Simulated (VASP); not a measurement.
The system is LiCa.

```
Li Ca
1.0
     3.72881    0.00000    0.00000
    -1.86440    3.22924    0.00000
     0.00000    0.00000    5.36948
Li Ca
1 1
Direct
  0.00000 0.00000 0.00000
  0.33333 0.66667 0.50000
```

* Program: VASP 6.6.1
* Task: relaxation of cell and atoms
* Functional: PBE
* Potentials or basis: VASP PAW PBE potentials, release 64 (Li_sv, Ca_sv)
* Cutoff: 600 eV
* k mesh: 18 × 18 × 10
* Occupations: gaussian, width 0.1 eV
* Spin: no spin polarisation

At the start: pressure 0.5 GPa; volume 32.33 Å³/atom.

Question: Where does the relaxation end?

Answer: Over 6 steps the energy falls by 2.2 meV/atom and the volume is 33.52 Å³/atom (+3.7 %); space group P-6m2 (No. 187, to 0.05 Å).

Step by step:
```csv
step,energy change (eV),largest force (eV/Å),pressure (GPa),volume (Å³)
1,0.0000,0.0000,0.54,64.66
2,-0.0029,0.0000,0.30,65.68
3,-0.0043,0.0000,0.00,67.06
4,-0.0043,0.0000,-0.01,67.11
5,-0.0043,0.0000,-0.01,67.09
6,-0.0044,0.0000,-0.01,67.04
```

Final structure:
```
Li Ca
1.0
     3.78827    0.00000    0.00000
    -1.89414    3.28074    0.00000
     0.00000    0.00000    5.39388
Li Ca
1 1
Direct
  0.00000 0.00000 0.00000
  0.33333 0.66667 0.50000
```

Caveat: the cutoff is under 1.25 times the usual one of these potentials, so pressure, stress and relaxed cells hold a basis-set (Pulay) error.
